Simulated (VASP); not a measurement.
# NaCl (Fm-3m) in VASP: G0W0 quasiparticle levels with PBE

Aim: the G0W0 quasiparticle levels of NaCl with PBE.

Program: VASP 6.6.1. These are calculated values, not measurements. Logs are shortened: lines on timing, memory, paths and dates and some standing lists are left out, and cuts for length are marked.

### 1 The cell of the first run

Symmetry: Fm-3m, No. 225, cubic system. Conventional cell: a = 5.640 Å, b = 5.640 Å, c = 5.640 Å, α = 90.00°, β = 90.00°, γ = 90.00°. Within 3.7 Å of Na (site symmetry m-3m) lie 6 Cl at 2.82 Å. Cl (site symmetry m-3m) has 6 Na at 2.82 Å within 3.7 Å.

### 2 G0W0 quasiparticle levels, PBE

Contents of POSCAR:

```
NaCl
1.0
    0.0000000000      2.8200000000      2.8200000000
    2.8200000000      0.0000000000      2.8200000000
    2.8200000000      2.8200000000      0.0000000000
Na Cl
1 1
Direct
    0.0000000000      0.0000000000      0.0000000000
    0.5000000000      0.5000000000      0.5000000000
```

Contents of INCAR.step1:

```
SYSTEM = NaCl
  ALGO = Normal
  EDIFF = 1E-8
  ENCUT = 500
  GGA = PE
  ISMEAR = 0
  LASPH = .TRUE.
  LCHARG = .FALSE.
  LREAL = .FALSE.
  LWAVE = .TRUE.
  NELM = 80
  PREC = Accurate
  SIGMA = 0.01
```

Contents of INCAR.step2:

```
SYSTEM = NaCl
  ALGO = Exact
  EDIFF = 1E-8
  ENCUT = 500
  GGA = PE
  ISMEAR = 0
  ISTART = 1
  LASPH = .TRUE.
  LCHARG = .FALSE.
  LOPTICS = .TRUE.
  LREAL = .FALSE.
  LWAVE = .TRUE.
  NBANDS = 452
  NELM = 1
  PREC = Accurate
  SIGMA = 0.01
```

Contents of INCAR.step3:

```
SYSTEM = NaCl
  ALGO = EVGW0
  EDIFF = 1E-8
  ENCUT = 500
  ENCUTGW = 180.0
  GGA = PE
  ISMEAR = 0
  ISTART = 1
  LASPH = .TRUE.
  LCHARG = .FALSE.
  LREAL = .FALSE.
  LWAVE = .FALSE.
  NBANDS = 452
  NBANDSGW = 16
  NELMGW = 1
  NOMEGA = 48
  PREC = Accurate
  PRECFOCK = Fast
  SIGMA = 0.01
```

Contents of KPOINTS:

```
k-points
0
G
  4 4 4
  0 0 0
```

Potentials or basis: VASP PAW PBE potentials, release 64 (Na_sv_GW, Cl_GW).

Run with:

```bash
> cat potpaw_PBE.64/Na_sv_GW/POTCAR potpaw_PBE.64/Cl_GW/POTCAR > POTCAR
> cp INCAR.step1 INCAR
> mpirun -np 1 vasp_std > vasp.out
> cp INCAR.step2 INCAR
> mpirun -np 1 vasp_std > vasp.out
> cp INCAR.step3 INCAR
> mpirun -np 1 vasp_std > vasp.out
```

OUTCAR:

```text
SYSTEM = NaCl
   EDIFF = 1E-8
   ENCUT = 500
   ENCUTGW = 180.0
   GGA = PE
   ISMEAR = 0
   ISTART = 1
   LASPH = .TRUE.
   LREAL = .FALSE.
   NELMGW = 1
   PREC = Accurate
   PRECFOCK = Fast

 ion  position               nearest neighbor table
   1  0.000  0.000  0.000-
   2  0.500  0.500  0.500-

  LATTYP: Found a face centered cubic cell.
 ALAT       =     5.6400000000

  Lattice vectors:

 A1 = (   0.0000000000,   2.8200000000,   2.8200000000)
 A2 = (   2.8200000000,   0.0000000000,   2.8200000000)
 A3 = (   2.8200000000,   2.8200000000,   0.0000000000)

Analysis of symmetry for initial positions (statically):
=====================================================================
 Subroutine PRICEL returns:
 Original cell was already a primitive cell.

 Routine SETGRP: Setting up the symmetry group for a
 face centered cubic supercell.

 Subroutine GETGRP returns: Found 48 space group operations
 (whereof 48 operations were pure point group operations)
 out of a pool of 48 trial point group operations.

The static configuration has the point symmetry O_h .

Analysis of symmetry for dynamics (positions and initial velocities):
=====================================================================
 Subroutine PRICEL returns:
 Original cell was already a primitive cell.

 Routine SETGRP: Setting up the symmetry group for a
 face centered cubic supercell.

 Subroutine GETGRP returns: Found 48 space group operations
 (whereof 48 operations were pure point group operations)
 out of a pool of 48 trial point group operations.

The dynamic configuration has the point symmetry O_h .

 Subroutine INISYM returns: Found 48 space group operations
 (whereof 48 operations are pure point group operations),
 and found     1 'primitive' translations

----------------------------------------------------------------------------------------

                                     Primitive cell

  volume of cell :      44.8515

  direct lattice vectors                    reciprocal lattice vectors
     0.000000000  2.820000000  2.820000000    -0.177304965  0.177304965  0.177304965
     2.820000000  0.000000000  2.820000000     0.177304965 -0.177304965  0.177304965
     2.820000000  2.820000000  0.000000000     0.177304965  0.177304965 -0.177304965

  length of vectors
     3.988082246  3.988082246  3.988082246     0.307101207  0.307101207  0.307101207

  position of ions in fractional coordinates (direct lattice)
     0.000000000  0.000000000  0.000000000
     0.500000000  0.500000000  0.500000000

  ion indices of the primitive-cell ions
   primitive index   ion index
                 1           1
                 2           2

----------------------------------------------------------------------------------------

 KPOINTS: k-points

Automatic generation of k-mesh.
 Grid dimensions read from file:
 generate k-points for:    4    4    4

 Generating k-lattice:

  Cartesian coordinates                     Fractional coordinates (reciprocal lattice)
    -0.044326241  0.044326241  0.044326241     0.250000000  0.000000000  0.000000000
     0.044326241 -0.044326241  0.044326241     0.000000000  0.250000000  0.000000000
     0.044326241  0.044326241 -0.044326241     0.000000000  0.000000000  0.250000000

  Length of vectors
     0.076775302  0.076775302  0.076775302

  Shift w.r.t. Gamma in fractional coordinates (k-lattice)
     0.000000000  0.000000000  0.000000000

 Subroutine IBZKPT returns following result:
 ===========================================

 Found      8 irreducible k-points:

 Following reciprocal coordinates:
            Coordinates               Weight
  0.000000  0.000000  0.000000      1.000000
  0.250000  0.000000  0.000000      8.000000
  0.500000  0.000000  0.000000      4.000000
  0.250000  0.250000  0.000000      6.000000
  0.500000  0.250000  0.000000     24.000000
 -0.250000  0.250000  0.000000     12.000000
  0.500000  0.500000  0.000000      3.000000
 -0.250000  0.500000  0.250000      6.000000
   k-points           NKPTS =      8   k-points in BZ     NKDIM =     64   number of bands    NBANDS=    452
   number of dos      NEDOS =    301   number of ions     NIONS =      2
   total plane-waves  NPLWV =  27000
   dimension x,y,z NGX =    30 NGY =   30 NGZ =   30
   dimension x,y,z NGXF=    60 NGYF=   60 NGZF=   60
   ions per type =               1   1
   NGX,Y,Z   is equivalent  to a cutoff of  12.51, 12.51, 12.51 a.u.
   NGXF,Y,Z  is equivalent  to a cutoff of  25.01, 25.01, 25.01 a.u.
 SYSTEM =  NaCl
   PREC   = accura    normal or accurate (medium, high low for compatibility)
   ISTART =      1    job   : 0-new  1-cont  2-samecut
   ICHARG =      0    charge: 1-file 2-atom 10-const
   ISPIN  =      1    spin polarized calculation?
   LNONCOLLINEAR =      F non collinear calculations
   LSORBIT =      F    spin-orbit coupling
   LASPH  =      T    aspherical Exc in radial PAW
   ENCUT  =  500.0 eV  36.75 Ry    6.06 a.u.   7.27  7.27  7.27*2*pi/ulx,y,z
   NELM   =     60;   NELMIN=  2; NELMDL=  0     # of ELM steps
   EDIFF  = 0.1E-07   stopping-criterion for ELM
   LREAL  =      F    real-space projection
   EDIFFG = 0.1E-06   stopping-criterion for IOM
   NSW    =      0    number of steps for IOM
   IBRION =     -1    ionic relax: 0-MD 1-quasi-New 2-CG
   NFREE  =      0    steps in history (QN), initial steepest desc. (CG)
   ISIF   =      0    stress and relaxation
   ISYM   =      3    0-nonsym 1-usesym 2-fastsym
   POTIM  = 0.5000    time-step for ionic-motion
   TEBEG  =    0.0;   TEEND  =   0.0 temperature during run
   PSTRESS=    0.0 pullay stress
   NELECT =      16.0000    total number of electrons
   NUPDOWN=      -1.0000    fix difference up-down
   EMIN   =  10.00;   EMAX   =-10.00  energy-range for DOS
   EFERMI =   0.00;   METHOD = LEGACY
   ISMEAR =     0;   SIGMA  =   0.01  broadening in eV -4-tet -1-fermi 0-gaus
   EFERMI_NEDOS =   21; number of points for ismear=-14 and -15
   IALGO  =     38    algorithm
   IMIX   =      4    mixing-type and parameters
     AMIX     =   0.40;   BMIX     =  1.00
     AMIX_MAG =   1.60;   BMIX_MAG =  1.00
  volume/ion in A,a.u.               =      22.43       151.34
  Fermi-wavevector in a.u.,A,eV,Ry     =   1.161063  2.194091 18.341563  1.348067
  Thomas-Fermi vector in A             =   2.297639
   LORBIT       =      0    0 simple, 1 ext, 2 COOP (PROOUT), +10 PAW based schemes
   GGA     = PE    functional components
   LHFCALC =     T    Hartree Fock is set to
   PRECFOCK=fast      Normal, Fast or Accurate (Low or Medium for compatibility)
   ENCUT4O =  -1.0   cutoff for four orbital integrals eV
   NKREDX  =     1    reduce k-point grid by
   NKREDY  =     1    reduce k-point grid by
   NKREDZ  =     1    reduce k-point grid by
   AEXX    =    1.0000 exact exchange contribution
   HFSCREEN=    0.0000 screening length (either q_TF or 0.3 A-1)
   HFSCREENC=   0.0000 screening length for correlation (either q_TF or 0.3 A-1)
   ENCUTFOCK=  -1.0 apply spherical cutoff to Coloumb kernel
   IVDW    =     0    specifies the selected vdW correction
   LEPSILON=     F    determine dielectric tensor
   LRPA    =     F    only Hartree local field effects (RPA)
   LRPAFORCE           =     F    calculate RPA forces
   ENCUTGW             = 180.0    cutoff for response function in eV
   ENCUTGWSOFT         = 144.0    soft cutoff for Coulomb kernel in GW response function in eV
   ENCUTLF             =  -1.0    cutoff for local field effects
   NELMGW              =     1    number of iterations in solving QP/BSE equation
   NELMHF              =     1    number of iterations in the inner HF iteration
   NKREDLFX            =     1    NKREDLFY  =   1   NKREDLFZ  =   1
 non-spin polarized calculation
 Gauss-broadening in eV      SIGMA  =   0.01
  energy-cutoff  :      500.00
  volume of cell :       44.85
 maximum number of plane-waves:      1158
 NGX is ok and might be reduce to    30
  NGX = 16; NGY = 16; NGZ = 16
   NGX = 15   NGY = 15   NGZ = 15
 maximum number of plane-waves:       259

 QP shifts <psi_nk| G(iteration)W_0 |psi_nk>: iteration 1
 for sc-GW calculations column KS-energies equals QP-energies in previous step
 and V_xc(KS)=  KS-energies - (<T + V_ion + V_H > + <T+V_H+V_ion>^1  + <V_x>^1)

 k-point   1 :       0.0000    0.0000    0.0000
  band No.  KS-energies  QP-energies   sigma(KS)   V_xc(KS)     V^pw_x(r,r')   Z            occupation Imag(sigma)

      1     -49.8167     -58.6049     -40.6126     -29.2760     -49.1346       0.7752       2.0000       0.5498
      2     -21.7524     -27.5166     -35.4131     -28.3201     -41.3610       0.8127       2.0000       0.2708
      3     -21.7524     -27.5166     -35.4131     -28.3201     -41.3610       0.8127       2.0000       0.2708
      4     -21.7524     -27.5166     -35.4131     -28.3201     -41.3610       0.8127       2.0000       0.2708
      5     -13.5909     -15.3190     -17.3857     -14.9681     -24.2362       0.7148       2.0000       1.6888
      6      -0.9329      -3.0542     -17.1889     -14.5191     -18.8909       0.7945       2.0000       0.1934
[... 8 lines left out ...]
     15      13.9685      14.3574      -4.7393      -5.2069      -0.9330       0.8316       0.0000      -0.4298
     16      16.1947      17.3481      -7.2427      -8.6441      -3.0789       0.8230       0.0000      -0.4703

 k-point   2 :       0.2500    0.0000    0.0000
  band No.  KS-energies  QP-energies   sigma(KS)   V_xc(KS)     V^pw_x(r,r')   Z            occupation Imag(sigma)

      1     -49.8163     -58.6351     -40.6130     -29.2770     -49.1354       0.7779       2.0000       0.5498
      2     -21.7668     -27.4432     -35.3500     -28.2625     -41.3016       0.8009       2.0000       0.2813
      3     -21.7536     -27.5114     -35.4073     -28.3170     -41.3549       0.8120       2.0000       0.2708
      4     -21.7536     -27.5114     -35.4073     -28.3170     -41.3549       0.8120       2.0000       0.2708
      5     -13.4287     -15.1426     -17.5967     -15.1973     -24.4103       0.7143       2.0000       1.6380
      6      -2.0268      -4.2567     -15.8808     -13.0620     -17.6944       0.7911       2.0000       0.2200
[... 8 lines left out ...]
     15      14.7112      15.7128      -6.4269      -7.6369      -2.4096       0.8278       0.0000      -0.4308
     16      17.8848      18.8812      -6.5115      -7.6940      -2.2265       0.8426       0.0000      -0.6425

 k-point   3 :       0.5000    0.0000    0.0000
  band No.  KS-energies  QP-energies   sigma(KS)   V_xc(KS)     V^pw_x(r,r')   Z            occupation Imag(sigma)

      1     -49.8159     -58.6503     -40.6130     -29.2779     -49.1359       0.7794       2.0000       0.5498
      2     -21.7815     -27.4152     -35.2839     -28.2067     -41.2389       0.7960       2.0000       0.2915
      3     -21.7547     -27.4895     -35.4025     -28.3139     -41.3497       0.8090       2.0000       0.2709
      4     -21.7547     -27.4895     -35.4025     -28.3139     -41.3497       0.8090       2.0000       0.2709
      5     -13.2569     -14.9635     -17.8273     -15.4502     -24.6037       0.7179       2.0000       1.5847
      6      -2.8532      -5.2043     -15.2648     -12.2811     -17.2537       0.7880       2.0000       0.2541
[... 74 lines left out ...]
      1     -49.8156     -58.7877     -40.6125     -29.2786     -49.1355       0.7916       2.0000       0.5496
      2     -21.7723     -27.4460     -35.3429     -28.2518     -41.2843       0.8001       2.0000       0.2734
      3     -21.7604     -27.4716     -35.3848     -28.2936     -41.3300       0.8054       2.0000       0.2716
      4     -21.7604     -27.4716     -35.3848     -28.2936     -41.3300       0.8054       2.0000       0.2716
      5     -13.2094     -14.9071     -17.7648     -15.4171     -24.5333       0.7231       2.0000       1.5764
      6      -2.5907      -4.9385     -15.6565     -12.6743     -17.6517       0.7873       2.0000       0.2446
[... 8 lines left out ...]
     15      15.6594      17.4759      -9.4342     -11.6757      -4.9670       0.8104       0.0000      -0.3936
     16      15.6594      17.4759      -9.4342     -11.6757      -4.9670       0.8104       0.0000      -0.3936

 k-point   8 :      -0.2500    0.5000    0.2500
  band No.  KS-energies  QP-energies   sigma(KS)   V_xc(KS)     V^pw_x(r,r')   Z            occupation Imag(sigma)

      1     -49.8156     -58.7767     -40.6129     -29.2786     -49.1359       0.7906       2.0000       0.5496
      2     -21.7664     -27.4475     -35.3642     -28.2728     -41.3075       0.8011       2.0000       0.2726
      3     -21.7664     -27.4475     -35.3642     -28.2728     -41.3075       0.8011       2.0000       0.2726
      4     -21.7625     -27.4396     -35.3674     -28.2820     -41.3173       0.8012       2.0000       0.2771
      5     -13.1926     -14.8988     -17.8180     -15.4668     -24.5824       0.7257       2.0000       1.5706
      6      -2.1174      -4.4009     -16.0199     -13.1270     -17.9203       0.7893       2.0000       0.2271
[... 8 lines left out ...]
     15      15.1482      16.6714      -8.2971     -10.1578      -4.0059       0.8186       0.0000      -0.3935
     16      15.7084      17.5430      -9.5271     -11.7976      -5.0373       0.8080       0.0000      -0.3972
```

Wall time 5.8 min (1 thread of Intel Xeon 6975P-C, shared host); peak memory 0.83 GiB.

What came out:

```yaml
Band_gap_on_the_k_mesh_mean-field_level: 5.11 eV, direct
Quasiparticle_gap: 8.07 eV
Least_direct_quasiparticle_gap: 8.07 eV
```

Caveat: the k points lie up to 0.48 Å⁻¹ apart; bands, screening cutoff and mesh are small and nothing is extrapolated, so the quasiparticle values aren't converged.
